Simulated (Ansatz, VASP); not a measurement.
Two plane-wave programs on KF

```
CELL_PARAMETERS angstrom
0.05668 2.66487 2.66487
2.66487 0.05668 2.66487
2.66487 2.66487 0.05668
ATOMIC_POSITIONS crystal
K 0.00000 0.00000 0.00000
F 0.50000 0.50000 0.50000
```

Alike in both runs: task single point; functional PBE; k mesh 8 × 8 × 8; occupations gaussian, width 0.05 eV; no spin polarisation.

|  | VASP | Ansatz |
| --- | --- | --- |
| version | VASP 6.6.1 | Ansatz 0.2.0 |
| potentials or method | VASP PAW PBE potentials, release 64 (K_sv, F), cutoff 520 eV | scalar-relativistic, plane waves, PAW |
| valence electrons in the cell | 16 | 16 |

Ansatz gave:

```
gap on the k mesh at the Fermi level (eV)                     : 6.38
least direct gap on the mesh (eV)                             : 6.38
pressure (GPa)                                                : 2.9
traceless stress, the component that is largest in VASP (GPa) : -0.29
```

Task: Which values does VASP return?

Result: gap on the k mesh at the Fermi level (eV): 6.37; least direct gap on the mesh (eV): 6.37; pressure (GPa): 3.0; traceless stress, the component that is largest in VASP (GPa): -0.29.
